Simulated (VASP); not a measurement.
# CsTaS2 (P-6m2) in VASP: a series of runs

Runs on CsTaS2. Level: PBE. Tasks: single point, relaxation of cell and atoms.

Program: VASP 6.6.1. These are calculated values, not measurements. Logs are shortened: lines on timing, memory, paths and dates and some standing lists are left out, and cuts for length are marked.

## Step 1: The cell of the first run

It takes space group P-6m2 (No. 187, hexagonal). Conventional cell: a = 3.398 Å, b = 3.398 Å, c = 7.963 Å, α = 90.00°, β = 90.00°, γ = 120.00°. Within 4.1 Å of Cs (site symmetry -6m2) lie 6 S at 3.10 Å and 6 Cs at 3.40 Å. Within 3.3 Å of Ta (site symmetry -6m2) lie 6 S at 2.52 Å. Within 3.3 Å of S (site symmetry 3m) lie 3 Ta at 2.52 Å and 3 Cs at 3.10 Å and 1 S at 3.16 Å.

## Step 2: Single point, PBE

Input file INCAR:

```
SYSTEM = CsTaS2
PREC = Accurate ; ENCUT = 520
EDIFF = 1E-6 ; ISMEAR = 0
SIGMA = 0.1 ; LREAL = .False.
LASPH = .True. ; NELM = 100
ALGO = Normal ; ISIF = 2
LWAVE = .False. ; LCHARG = .True.
GGA = PE ; LELF = .True.
LVHAR = .True. ; NBANDS = 24
```

Input file KPOINTS:

```
Automatic mesh
0
Gamma
  6 6 2
  0 0 0
```

Input file POSCAR:

```
CsTaS2
1.0
    3.3978678500      0.0000000000      0.0000000000
   -1.6989339300      2.9426398800      0.0000000000
    0.0000000000      0.0000000000      7.9626027000
Cs Ta S
1 1 2
Direct
    0.3333333300      0.6666666700      0.5000000000
    0.6666666700      0.3333333300      0.0000000000
    0.0000000000      0.0000000000      0.1982274900
    0.0000000000      0.0000000000      0.8017725100
```

Potentials or basis: VASP PAW PBE potentials, release 64 (Cs_sv, Ta_pv, S).

Started as:

```bash
$ cat potpaw_PBE.64/Cs_sv/POTCAR potpaw_PBE.64/Ta_pv/POTCAR potpaw_PBE.64/S/POTCAR > POTCAR
$ mpirun -np 1 vasp_std > vasp.out
```

OUTCAR:

```text
SYSTEM = CsTaS2
   PREC = Accurate
   ENCUT = 520
   EDIFF = 1E-6
   ISMEAR = 0
   LREAL = .False.
   LASPH = .True.
   NELM = 100
   ISIF = 2
   GGA = PE

 ion  position               nearest neighbor table
   1  0.333  0.667  0.500-
   2  0.667  0.333  0.000-   3 2.52   4 2.52   3 2.52   4 2.52   3 2.52   4 2.52
   3  0.000  0.000  0.198-   2 2.52   2 2.52   2 2.52
   4  0.000  0.000  0.802-   2 2.52   2 2.52   2 2.52

  LATTYP: Found a hexagonal cell.
 ALAT       =     3.3978678500
 C/A-ratio  =     2.3434115309

  Lattice vectors:

 A1 = (   3.3978678500,   0.0000000000,   0.0000000000)
 A2 = (  -1.6989339300,   2.9426398800,   0.0000000000)
 A3 = (   0.0000000000,   0.0000000000,   7.9626027000)

Analysis of symmetry for initial positions (statically):
=====================================================================
 Subroutine PRICEL returns:
 Original cell was already a primitive cell.

 Routine SETGRP: Setting up the symmetry group for a
 hexagonal supercell.

 Subroutine GETGRP returns: Found 12 space group operations
 (whereof 12 operations were pure point group operations)
 out of a pool of 24 trial point group operations.

The static configuration has the point symmetry D_3h.

Analysis of symmetry for dynamics (positions and initial velocities):
=====================================================================
 Subroutine PRICEL returns:
 Original cell was already a primitive cell.

 Routine SETGRP: Setting up the symmetry group for a
 hexagonal supercell.

 Subroutine GETGRP returns: Found 12 space group operations
 (whereof 12 operations were pure point group operations)
 out of a pool of 24 trial point group operations.

The dynamic configuration has the point symmetry D_3h.

 Subroutine INISYM returns: Found 12 space group operations
 (whereof 12 operations are pure point group operations),
 and found     1 'primitive' translations

----------------------------------------------------------------------------------------

                                     Primitive cell

  volume of cell :      79.6157

  direct lattice vectors                    reciprocal lattice vectors
[... 75 lines left out ...]
   LNONCOLLINEAR =      F non collinear calculations
   LSORBIT =      F    spin-orbit coupling
   LASPH  =      T    aspherical Exc in radial PAW
   ENCUT  =  520.0 eV  38.22 Ry    6.18 a.u.   6.32  6.32 14.81*2*pi/ulx,y,z
   NELM   =    100;   NELMIN=  2; NELMDL= -5     # of ELM steps
   EDIFF  = 0.1E-05   stopping-criterion for ELM
   LREAL  =      F    real-space projection
   EDIFFG = 0.1E-04   stopping-criterion for IOM
   NSW    =      0    number of steps for IOM
   IBRION =     -1    ionic relax: 0-MD 1-quasi-New 2-CG
   NFREE  =      0    steps in history (QN), initial steepest desc. (CG)
   ISIF   =      2    stress and relaxation
   ISYM   =      2    0-nonsym 1-usesym 2-fastsym
   POTIM  = 0.5000    time-step for ionic-motion
   TEBEG  =    0.0;   TEEND  =   0.0 temperature during run
   PSTRESS=    0.0 pullay stress
   NELECT =      32.0000    total number of electrons
   NUPDOWN=      -1.0000    fix difference up-down
   EMIN   =  10.00;   EMAX   =-10.00  energy-range for DOS
   EFERMI =   0.00;   METHOD = LEGACY
   ISMEAR =     0;   SIGMA  =   0.10  broadening in eV -4-tet -1-fermi 0-gaus
   EFERMI_NEDOS =   21; number of points for ismear=-14 and -15
   IALGO  =     38    algorithm
   IMIX   =      4    mixing-type and parameters
     AMIX     =   0.40;   BMIX     =  1.00
     AMIX_MAG =   1.60;   BMIX_MAG =  1.00
  volume/ion in A,a.u.               =      19.90       134.32
  Fermi-wavevector in a.u.,A,eV,Ry     =   1.208162  2.283096 19.859827  1.459656
  Thomas-Fermi vector in A             =   2.343778
   LORBIT       =      0    0 simple, 1 ext, 2 COOP (PROOUT), +10 PAW based schemes
   GGA     = PE    functional components
   LHFCALC =     F    Hartree Fock is set to
   AEXX    =    0.0000 exact exchange contribution
   IVDW    =     0    specifies the selected vdW correction
   LEPSILON=     F    determine dielectric tensor
   LRPA    =     F    only Hartree local field effects (RPA)
 non-spin polarized calculation
 Gauss-broadening in eV      SIGMA  =   0.10
  energy-cutoff  :      520.00
  volume of cell :       79.62
 maximum number of plane-waves:      2158
 NGX is ok and might be reduce to    28
   NGX = 13   NGY = 13   NGZ = 29

 number of electron      31.9999997 magnetization

 Free energy of the ion-electron system (eV)
  ---------------------------------------------------
  ext. energy  EPLUGINS =         0.00000000
  ---------------------------------------------------
  free energy    TOTEN  =       -24.45134140 eV

  energy without entropy =      -24.45133816  energy(sigma->0) =      -24.45133978

 E-fermi :   7.5293     XC(G=0): -10.9934

 val. band max:        7.2800092291   @ k =   0.0000   0.0000   0.5000
 cond. band min:       7.7985134548   @ k =   0.5000   0.0000   0.5000
 fundamental gap:      0.5185042256
 Fermi energy:         7.5293239428

 k-point     1 :       0.0000    0.0000    0.0000
  band No.  band energies     occupation
      1     -28.1130      2.00000
      2     -27.9532      2.00000
      3     -27.9532      2.00000
      4     -16.9880      2.00000
      5      -8.0044      2.00000
      6      -7.4759      2.00000
[... 367 lines left out ...]
     23      12.9927      0.00000
     24      13.3277      0.00000

------------------------ aborting loop because EDIFF is reached ----------------------------------------

  FORCE on cell =-STRESS in cart. coord.  units (eV):
  Direction    XX          YY          ZZ          XY          YZ          ZX
  --------------------------------------------------------------------------------------
  -------------------------------------------------------------------------------------
  Total        5.0820901      5.0820901      3.8466760     -0.0000000      0.0000000      0.0000000
  in kB      102.2714226    102.2714228     77.4100850     -0.0000002      0.0000000      0.0000000
  external PRESSURE =      93.9843101 kB  Pullay stress =       0.0000000 kB

 VOLUME and BASIS-vectors are now :
 -----------------------------------------------------------------------------
  energy-cutoff  :      520.00
  volume of cell :       79.62
      direct lattice vectors                 reciprocal lattice vectors
     3.397867850  0.000000000  0.000000000     0.294302205  0.169915458  0.000000000
    -1.698933930  2.942639880  0.000000000     0.000000000  0.339830914  0.000000000
     0.000000000  0.000000000  7.962602700     0.000000000  0.000000000  0.125587077

 POSITION                                       TOTAL-FORCE (eV/Angst)
 -----------------------------------------------------------------------------------
     -0.00000      1.96176      3.98130         0.000000     -0.000000      0.000000
      1.69893      0.98088      0.00000        -0.000000     -0.000000      0.000000
      0.00000      0.00000      1.57841         0.000000     -0.000000     -1.349122
      0.00000      0.00000      6.38420         0.000000      0.000000      1.349122
 -----------------------------------------------------------------------------------
    total drift:                                0.000003     -0.000002     -0.000000

  FREE ENERGIE OF THE ION-ELECTRON SYSTEM (eV)
  ---------------------------------------------------
  free  energy   TOTEN  =       -24.4513413989 eV

  energy  without entropy=      -24.4513381579  energy(sigma->0) =      -24.45133978
```

OSZICAR:

```text
N       E                     dE             d eps       ncg     rms          rms(c)
DAV:   1     0.227758493829E+03    0.22776E+03   -0.15595E+04   672   0.124E+03
DAV:   2    -0.132592281560E+02   -0.24102E+03   -0.22853E+03   848   0.294E+02
DAV:   3    -0.261283921633E+02   -0.12869E+02   -0.12725E+02   896   0.652E+01
DAV:   4    -0.262922535007E+02   -0.16386E+00   -0.16378E+00   784   0.837E+00
DAV:   5    -0.262948136668E+02   -0.25602E-02   -0.25596E-02   920   0.984E-01    0.176E+01
DAV:   6    -0.245551736787E+02    0.17396E+01   -0.45470E+00   744   0.130E+01    0.964E+00
DAV:   7    -0.244661153998E+02    0.89058E-01   -0.47141E-01   840   0.416E+00    0.447E+00
DAV:   8    -0.244523311170E+02    0.13784E-01   -0.11264E-01   880   0.188E+00    0.427E-01
DAV:   9    -0.244512330704E+02    0.10980E-02   -0.10261E-02   808   0.581E-01    0.293E-01
DAV:  10    -0.244513266613E+02   -0.93591E-04   -0.22727E-03   832   0.249E-01    0.184E-01
DAV:  11    -0.244513186006E+02    0.80607E-05   -0.77612E-05   880   0.505E-02    0.793E-02
DAV:  12    -0.244513445098E+02   -0.25909E-04   -0.49800E-05   776   0.454E-02    0.207E-02
DAV:  13    -0.244513417124E+02    0.27973E-05   -0.56290E-06   848   0.125E-02    0.682E-03
DAV:  14    -0.244513413989E+02    0.31348E-06   -0.52457E-07   560   0.405E-03
   1 F= -.24451341E+02 E0= -.24451340E+02  d E =-.324102E-05
```

stdout:

```text
POSCAR found type information on POSCAR CsTaS
 POSCAR found :  3 types and       4 ions
 scaLAPACK will be used
 LDA part: xc-table for (Slater+PW92), standard interpolation
 POSCAR, INCAR and KPOINTS ok, starting setup
 FFT: planning ... GRIDC
 FFT: planning ... GRID_SOFT
 FFT: planning ... GRID
 WAVECAR not read
 entering main loop
```

It took 31 s on 1 thread of Intel Xeon 6975P-C, shared host; peak memory 0.21 GiB.

Results:

- Free energy: -24.4513 eV
- Pressure: 9.4 GPa
- Largest force: 1.349 eV/Å
- Band gap on the k mesh: 0.52 eV, indirect (least direct gap 1.32 eV)

Forces on the atoms (eV/Å):
```
Cs   0.000  0.000  0.000
Ta   0.000  0.000  0.000
S    0.000  0.000 -1.349
S    0.000  0.000  1.349
```

Levels at points of the mesh, in eV from the valence-band top:
```csv
k point,band 14,band 15,band 16,band 17,band 18,band 19
"(0.00, 0.00, 0.00)",-2.78,-2.18,-0.53,1.45,1.45,1.52
"(0.50, 0.00, 0.00)",-3.49,-2.86,-1.81,0.75,1.53,2.55
"(0.00, 0.00, 0.50)",-2.78,-2.78,0.00,1.34,1.63,1.63
"(0.50, 0.00, 0.50)",-3.65,-3.12,-1.47,0.52,2.30,2.46
```

Caveat: spin-orbit coupling is left out, which moves the levels of the heavy elements; forces of over 1 eV/Å act on the atoms, so gaps and moduli don't describe the material at rest. A k mesh can miss the band edges.

## Step 3: Single point, PBE

This run uses another cell than the first one, of 22.50 Å³/atom, 1.130 times its volume.

Input file INCAR:

```
ALGO     = Normal         # electronic algorithm
EDIFF    = 1E-6           # SCF threshold, eV
ENCUT    = 520            # plane-wave cutoff, eV
GGA      = PE             # functional
ISIF     = 2              # what is computed and relaxed
ISMEAR   = 0              # smearing method
LASPH    = True           # aspherical terms in the spheres
LCHARG   = False          # write CHGCAR
LREAL    = False          # projectors in reciprocal space
LWAVE    = False          # write WAVECAR
NBANDS   = 24             # bands
NELM     = 80             # most SCF steps
PREC     = Accurate       # precision mode
SIGMA    = 0.1            # smearing width, eV
```

Input file KPOINTS:

```
k-points
0
Gamma
  6 6 2
```

Input file POSCAR:

```
CsTaS2
1.0
    3.5438216439      0.0000000030      0.0000000000
   -1.7719108246      3.0690395686      0.0000000000
    0.0000000000      0.0000000000      8.2743083485
Cs Ta S
1 1 2
Direct
    0.3333333333      0.6666666667      0.5000000000
    0.6666666667      0.3333333333      0.0000000000
    0.0000000000      0.0000000000      0.1815726453
    0.0000000000      0.0000000000      0.8184273547
```

Potentials or basis: VASP PAW PBE potentials, release 64 (Cs_sv, Ta_pv, S).

Started as:

```bash
$ cat potpaw_PBE.64/Cs_sv/POTCAR potpaw_PBE.64/Ta_pv/POTCAR potpaw_PBE.64/S/POTCAR > POTCAR
$ mpirun -np 1 vasp_std > vasp.out
```

Run time: 33 s. Hardware: 1 thread of Intel Xeon 6975P-C, shared host; peak memory 0.22 GiB.

It converged, with:

| Quantity | Value |
| --- | --- |
| Free energy | -24.9011 eV |
| Pressure | 0.1 GPa |
| Largest force | 0.028 eV/Å |
| Band gap on the k mesh | 0.14 eV, indirect (least direct gap 0.63 eV) |

Forces on the atoms (eV/Å):
```
Cs   0.000  0.000  0.000
Ta   0.000  0.000  0.000
S    0.000  0.000 -0.028
S    0.000  0.000  0.028
```

Stress tensor (GPa, compression positive):
```
0.08 0.00 0.00
0.00 0.08 0.00
0.00 0.00 0.17
```

Levels at points of the mesh, in eV from the valence-band top:
```
           k point  band 12  band 13  band 14  band 15  band 16  band 17  band 18  band 19  band 20  band 21
(0.00, 0.00, 0.00)    -4.18    -3.22    -3.22    -2.46    -0.51     0.82     1.31     1.31     1.40     1.40
(0.50, 0.00, 0.00)    -5.45    -4.53    -3.40    -3.40    -1.75     0.26     1.20     1.79     1.92     2.54
(0.00, 0.00, 0.50)    -4.19    -3.49    -3.22    -3.22     0.00     0.63     1.35     1.35     1.54     1.54
(0.50, 0.00, 0.50)    -5.69    -4.46    -3.50    -3.42    -1.48     0.14     1.68     1.72     1.97     2.60
```

Caveat: spin-orbit coupling is left out, which moves the levels of the heavy elements.

## Step 4: Relaxation of cell and atoms, PBE

Input file INCAR:

```
PREC = Accurate ; ENCUT = 600
EDIFF = 1E-6 ; ISMEAR = 0
SIGMA = 0.1 ; LREAL = F
LASPH = T ; NELM = 80
ALGO = Normal ; ISIF = 3
LWAVE = F ; LCHARG = F
GGA = PE ; IBRION = 2
NSW = 90 ; EDIFFG = -0.04
```

Input file KPOINTS:

```
regular mesh
0
Gamma
  6 6 2
```

Input file POSCAR:

```
CsTaS2
1.0
    3.3978678500      0.0000000000      0.0000000000
   -1.6989339300      2.9426398800      0.0000000000
    0.0000000000      0.0000000000      7.9626027000
Cs Ta S
1 1 2
Direct
    0.3333333300      0.6666666700      0.5000000000
    0.6666666700      0.3333333300      0.0000000000
    0.0000000000      0.0000000000      0.1982274900
    0.0000000000      0.0000000000      0.8017725100
```

Potentials or basis: VASP PAW PBE potentials, release 64 (Cs_sv, Ta_pv, S).

Started as:

```bash
$ cat potpaw_PBE.64/Cs_sv/POTCAR potpaw_PBE.64/Ta_pv/POTCAR potpaw_PBE.64/S/POTCAR > POTCAR
$ mpirun -np 1 vasp_std > vasp.out
```

OUTCAR:

```text
PREC = Accurate
   ENCUT = 600
   EDIFF = 1E-6
   ISMEAR = 0
   LREAL = F
   LASPH = T
   NELM = 80
   ISIF = 3
   GGA = PE
   IBRION = 2
   NSW = 90
   EDIFFG = -0.04

 ion  position               nearest neighbor table
   1  0.333  0.667  0.500-
   2  0.667  0.333  0.000-   3 2.52   4 2.52   3 2.52   4 2.52   3 2.52   4 2.52
   3  0.000  0.000  0.198-   2 2.52   2 2.52   2 2.52
   4  0.000  0.000  0.802-   2 2.52   2 2.52   2 2.52

  LATTYP: Found a hexagonal cell.
 ALAT       =     3.3978678500
 C/A-ratio  =     2.3434115309

  Lattice vectors:

 A1 = (   3.3978678500,   0.0000000000,   0.0000000000)
 A2 = (  -1.6989339300,   2.9426398800,   0.0000000000)
 A3 = (   0.0000000000,   0.0000000000,   7.9626027000)

Analysis of symmetry for initial positions (statically):
=====================================================================
 Subroutine PRICEL returns:
 Original cell was already a primitive cell.

 Routine SETGRP: Setting up the symmetry group for a
 hexagonal supercell.

 Subroutine GETGRP returns: Found 12 space group operations
 (whereof 12 operations were pure point group operations)
 out of a pool of 24 trial point group operations.

[... 145 lines left out ...]
   NGX = 13   NGY = 13   NGZ = 31

--------------------------------------- Ionic step        1  -------------------------------------------

 number of electron      31.9999997 magnetization

 Free energy of the ion-electron system (eV)
  ---------------------------------------------------
  ext. energy  EPLUGINS =         0.00000000
  ---------------------------------------------------
  free energy    TOTEN  =       -24.45205549 eV

  energy without entropy =      -24.45205225  energy(sigma->0) =      -24.45205387

------------------------ aborting loop because EDIFF is reached ----------------------------------------

  FORCE on cell =-STRESS in cart. coord.  units (eV):
  Direction    XX          YY          ZZ          XY          YZ          ZX
  --------------------------------------------------------------------------------------
  -------------------------------------------------------------------------------------
  Total        5.0952369      5.0952369      3.8598335     -0.0000000     -0.0000000     -0.0000000
  in kB      102.5359866    102.5359868     77.6748645     -0.0000002     -0.0000000     -0.0000000
  external PRESSURE =      94.2489459 kB  Pullay stress =       0.0000000 kB
[... 215 lines left out ...]
--------------------------------------- Ionic step        7  -------------------------------------------

 number of electron      32.0000002 magnetization

 Free energy of the ion-electron system (eV)
  ---------------------------------------------------
  ext. energy  EPLUGINS =         0.00000000
  ---------------------------------------------------
  free energy    TOTEN  =       -24.90018620 eV

  energy without entropy =      -24.89830568  energy(sigma->0) =      -24.89924594

 E-fermi :   6.5145     XC(G=0): -10.2988

 val. band max:        6.4858355947   @ k =   0.0000   0.0000   0.5000
 cond. band min:       6.6002250904   @ k =   0.5000   0.0000   0.5000
 fundamental gap:      0.1143894957
 Fermi energy:         6.5144625274

 k-point     1 :       0.0000    0.0000    0.0000
  band No.  band energies     occupation
      1     -29.2244      2.00000
      2     -29.1618      2.00000
      3     -29.1618      2.00000
      4     -18.0802      2.00000
      5      -8.8060      2.00000
      6      -7.7912      2.00000
[... 342 lines left out ...]
  FREE ENERGIE OF THE ION-ELECTRON SYSTEM (eV)
  ---------------------------------------------------
  free  energy   TOTEN  =       -24.9001862046 eV

  energy  without entropy=      -24.8983056813  energy(sigma->0) =      -24.89924594

 reached required accuracy - stopping structural energy minimisation
```

Wall time 2.1 min (1 thread of Intel Xeon 6975P-C, shared host); peak memory 0.24 GiB.

What came out:

```yaml
Free_energy: -24.9002 eV
Relaxed_volume: 22.62 Å³/atom
Relaxed_cell: a = 3.548 Å, b = 3.548 Å, c = 8.298 Å, α = 90.00°, β = 90.00°, γ = 120.00°
Space_group_after_relaxing_to_0.05_Å: P-6m2 (No. 187)
Energy_gained_by_relaxing: 112.0 meV/atom
Ionic_steps: 7
Pressure_after_relaxing: -0.2 GPa
Largest_force_after_relaxing: 0.005 eV/Å
Band_gap_on_the_k_mesh: 0.11 eV, indirect (least direct gap 0.60 eV)
```

Forces on the atoms (eV/Å):
```
Cs   0.000  0.000  0.000
Ta   0.000  0.000  0.000
S    0.000  0.000 -0.005
S    0.000  0.000  0.005
```

The path:
| step | energy change (eV) | largest force (eV/Å) | pressure (GPa) | volume (Å³) |
| --- | --- | --- | --- | --- |
| 1 | 0.0000 | 1.3500 | 9.42 | 79.62 |
| 2 | -0.2909 | 1.3019 | -4.95 | 93.88 |
| 3 | -0.3331 | 1.3016 | -1.95 | 89.69 |
| 4 | -0.4372 | 0.1028 | 0.28 | 89.55 |
| 5 | -0.4372 | 0.0802 | 0.33 | 89.55 |
| 6 | -0.4464 | 0.0306 | 0.01 | 90.09 |
| 7 | -0.4481 | 0.0054 | -0.21 | 90.49 |

Final structure:
```
Cs Ta S
1.0
     3.54839    0.00000    0.00000
    -1.77420    3.07300    0.00000
     0.00000    0.00000    8.29844
Cs Ta S
1 1 2
Direct
  0.33333 0.66667 0.50000
  0.66667 0.33333 0.00000
  0.00000 0.00000 0.18093
  0.00000 0.00000 0.81907
```

Caveat: spin-orbit coupling is left out, which moves the levels of the heavy elements. A k mesh can miss the band edges.

## Step 5: The runs side by side

| task | cell | cutoff (eV) | gap on the mesh (eV) | pressure (GPa) | largest force (eV/Å) |
| --- | --- | --- | --- | --- | --- |
| single point | a = 3.398, b = 3.398, c = 7.963 Å, angles 90.0, 90.0, 120.0°, 4 atoms | 520 | 0.52 | 9.4 | 1.35 |
| single point | a = 3.544, b = 3.544, c = 8.274 Å, angles 90.0, 90.0, 120.0°, 4 atoms | 520 | 0.14 | 0.1 | 0.03 |
| relaxation of cell and atoms | relaxed from a = 3.398, b = 3.398, c = 7.963 Å, angles 90.0, 90.0, 120.0°, 4 atoms | 600 | 0.11 | -0.2 | 0.01 |

Alike in all rows: level PBE; potentials or basis VASP PAW PBE potentials, release 64 (Cs_sv, Ta_pv, S); no spin polarisation; k mesh 6 × 6 × 2; smearing gaussian 0.1 eV.

Caveats: spin-orbit coupling is left out, which moves the levels of the heavy elements; forces of over 1 eV/Å act on the atoms, so gaps and moduli don't describe the material at rest (some runs).

Total energies depend on the potentials used, so only differences within one code and one set of settings carry meaning.
